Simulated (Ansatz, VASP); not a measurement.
Given: the input of a run of VASP 6.6.1 on NaLa.

Contents of INCAR:

```
PREC = Accurate ; ENCUT = 520
EDIFF = 1E-6 ; ISMEAR = 0
SIGMA = 0.02 ; LREAL = F
LASPH = T ; NELM = 80
ALGO = Normal ; ISIF = 2
LWAVE = F ; LCHARG = F
GGA = PE ; NBANDS = 16
```

The input KPOINTS:

```
regular mesh
0
Gamma
  9 9 4
```

File POSCAR:

```
NaLa
1.0
    3.6062507687      0.0000000000      0.0000000000
   -1.8031253843      3.1231047781      0.0000000000
    0.0000000000      0.0000000000      6.4837820000
La Na
1 1
Direct
    0.3333333333      0.6666666667      0.5000000000
    0.0000000000      0.0000000000      0.0000000000
```

Potentials or basis: VASP PAW PBE potentials, release 64 (La, Na_pv).

Run with:

```console
$ cat potpaw_PBE.64/La/POTCAR potpaw_PBE.64/Na_pv/POTCAR > POTCAR
$ mpirun -np 1 vasp_std > vasp.out
```

**Question.** Translate it to Ansatz 0.2.0. Potentials there: all-electron LAPW, scalar-relativistic.

**Answer.** As run (the cutoff follows the program's own potentials):

input.yaml

```yaml
crystal:
  lattice:
    - [3.6062507687, 0.0, 0.0]
    - [-1.8031253843, 3.1231047781, 0.0]
    - [0.0, 0.0, 6.483782]
  atoms:
    - { symbol: La, position: [0.3333333333, 0.6666666667, 0.5] }
    - { symbol: Na, position: [0.0, 0.0, 0.0] }
kpoints:
  mp_grid: { grid: [9, 9, 4] }
scf:
  occupations: { method: gaussian, width: 0.02 }
hamiltonian:
  xc: pbe
  pseudopotentials: { kind: all_electron, lapw: { basis_error: 0.001 } }
output:
  forces: true
  stress: true
  eigenvalues: true
```

Potentials or basis: all-electron LAPW, scalar-relativistic.

Launch:

```sh
$ ansatz run input.yaml --threads 2 --pin off --max-ram 6144MiB --backend cpu --events-out ev --progress --plain --runs-dir out
```

Both were run:

|  | VASP | Ansatz | Ansatz less VASP |
| --- | --- | --- | --- |
| gap on the k mesh at the Fermi level (eV) | none | none | - |
| pressure (GPa) | 0.0 | 0.0 | -0.01 |
| traceless stress, the component that is largest in VASP (GPa) | -0.06 | -0.05 | +0.008 |

A gap of «none» marks a metal or a gap that the smearing closes. Ansatz ran all-electron here, and VASP with PAW potentials.

Neither program's run includes spin-orbit coupling.
